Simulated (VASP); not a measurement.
Crystal: NaH.

```
Na H
1.0
     0.00000    2.14278    2.14278
     2.14278    0.00000    2.14278
     2.14278    2.14278    0.00000
Na H
1 1
Cartesian
  0.0000 0.0000 0.0000
  1.0714 1.0714 1.0714
```

```yaml
Program: VASP 6.6.1
Task: relaxation of cell and atoms
Functional: PBEsol
Potentials_or_basis: VASP PAW PBE potentials, release 64 (Na_sv, H)
Cutoff: 1130 eV
k_mesh: 8 × 8 × 8
Occupations: fermi-dirac, width 0.03 eV
Spin: no spin polarisation
```

At the start: pressure 28.8 GPa; volume 9.84 Å³/atom.

**Question.** How do energy, volume and symmetry change on relaxing?

**Answer.** Over 6 steps the energy falls by 415.5 meV/atom and the volume is 17.34 Å³/atom (+76.2 %); space group F-43m (No. 216, to 0.1 Å) before and after.

Step by step:
```tsv
step	energy change (eV)	largest force (eV/Å)	pressure (GPa)	volume (Å³)
1	0.0000	0.0000	28.83	19.68
2	-0.6064	0.0000	9.77	25.16
3	-0.7884	0.0000	3.19	29.99
4	-0.7596	0.0000	-3.39	41.41
5	-0.8308	0.0000	0.19	34.32
6	-0.8310	0.0000	0.00	34.67
```

Final structure:
```xyz
2
Lattice="0.0000 2.5881 2.5881 2.5881 0.0000 2.5881 2.5881 2.5881 0.0000" Properties=species:S:1:pos:R:3 pbc="T T T"
Na    5.1762    5.1762    5.1762
H     1.2940    1.2940    1.2940
```

Caveat: the volume moved by over 15 % at a fixed basis, so the end points are rough; the structure was generated, so it needn't be the stable form of NaH; the PAW data sets were made with another functional, which shifts forces and pressure a little.
